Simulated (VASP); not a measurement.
## Sr2SO: single point with PBEsol

Crystal: Sr2SO.

```
CELL_PARAMETERS angstrom
4.04324 0.00000 0.00000
0.00000 4.04324 0.00000
0.00000 0.00000 5.43210
ATOMIC_POSITIONS crystal
Sr 0.00000 0.00000 0.00000
Sr 0.50000 0.50000 0.50000
S 0.00000 0.00000 0.50000
O 0.50000 0.50000 0.00000
```

This cell differs from its parent crystal: strain +0.000 along x and y, -0.050 along z.

```yaml
Program: VASP 6.6.1
Task: single point
Functional: PBEsol
Potentials_or_basis: VASP PAW PBE potentials, release 64 (Sr_sv, S, O)
Cutoff: 520 eV
k_mesh: 8 × 8 × 6
Occupations: gaussian, width 0.05 eV
Spin: no spin polarisation
Dipole_correction: no
Further_INCAR_settings: ALGO = Normal; EDIFF = 1e-06; NBANDS = 24
```

```json
{
 "Pressure": "1.1 GPa",
 "Band gap on the k mesh": "2.01 eV, direct"
}
```

Stress tensor (GPa, compression positive):
```
-1.23  0.00  0.00
 0.00 -1.23  0.00
 0.00  0.00  5.80
```

Levels at points of the mesh, in eV from the valence-band top:
```csv
k point,band 14,band 15,band 16,band 17,band 18,band 19
"(0.00, 0.00, 0.00)",-0.09,-0.09,0.00,2.01,2.97,4.46
"(0.50, 0.00, 0.00)",-1.06,-0.66,-0.41,4.22,5.36,5.82
"(0.50, 0.50, 0.00)",-0.33,-0.33,-0.14,2.27,2.27,5.52
"(0.00, 0.00, 0.50)",-0.86,-0.24,-0.24,2.50,3.99,4.14
"(0.50, 0.00, 0.50)",-1.11,-0.93,-0.75,5.34,5.52,6.22
"(0.50, 0.50, 0.50)",-0.92,-0.70,-0.70,4.37,4.37,5.96
```

Wall time 48 s on 1 thread of Intel(R) Xeon(R) 6975P-C (Granite Rapids), on a shared host, peak memory 0.26 GiB.

Caveat: the cell differs from its parent crystal (strain +0.000 along x and y, -0.050 along z); the PAW data sets were made with another functional, which shifts forces and pressure a little. A k mesh can miss the band edges.
